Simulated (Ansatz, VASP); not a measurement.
## BaS in VASP and in Ansatz

INCAR

```
PREC = Accurate
ENCUT = 500
EDIFF = 1E-6
ISMEAR = 0
SIGMA = 0.1
LREAL = False
LASPH = True
NELM = 120
ALGO = Normal
ISIF = 2
LWAVE = False
LCHARG = True
GGA = PE
LELF = True
LVHAR = True
NBANDS = 15
GGA_COMPAT = False
```

File KPOINTS:

```
regular mesh
0
Gamma
  6 6 6
```

File POSCAR:

```
BaS
1.0
    0.0000000000      3.2256756180      3.2256756180
    3.2256756180      0.0000000000      3.2256756180
    3.2256756180      3.2256756180      0.0000000000
Ba S
1 1
Direct
    0.0000000000      0.0000000000      0.0000000000
    0.5000000000      0.5000000000      0.5000000000
```

Input for Ansatz:

```yaml
crystal:
  lattice:
    - [0.0, 3.225675618, 3.225675618]
    - [3.225675618, 0.0, 3.225675618]
    - [3.225675618, 3.225675618, 0.0]
  atoms:
    - { symbol: Ba, position: [0.0, 0.0, 0.0] }
    - { symbol: S, position: [0.5, 0.5, 0.5] }
basis:
  ecutwfc: 420
kpoints:
  mp_grid: { grid: [6, 6, 6] }
hamiltonian:
  xc: pbe
scf:
  occupations: { method: gaussian, width: 0.1 }
output:
  forces: true
  stress: true
  eigenvalues: true
```

Alike in both runs: task single point; functional PBE; k mesh 6 × 6 × 6; occupations gaussian, width 0.1 eV; no spin polarisation.

|  | VASP | Ansatz |
| --- | --- | --- |
| version | VASP 6.6.1 | Ansatz 0.2.0 |
| potentials or method | VASP PAW PBE potentials, release 64 (Ba_sv, S), cutoff 500 eV | scalar-relativistic, plane waves, PAW |
| valence electrons in the cell | 16 | 16 |

```tsv
	VASP	Ansatz	Ansatz less VASP
gap on the k mesh at the Fermi level (eV)	2.15	2.25	+0.093
least direct gap on the mesh (eV)	2.31	2.37	+0.063
pressure (GPa)	0.1	-0.4	-0.53
```

The functional is the same, so the differences come from potentials, cutoffs and numerics.

Spin-orbit coupling is off throughout.
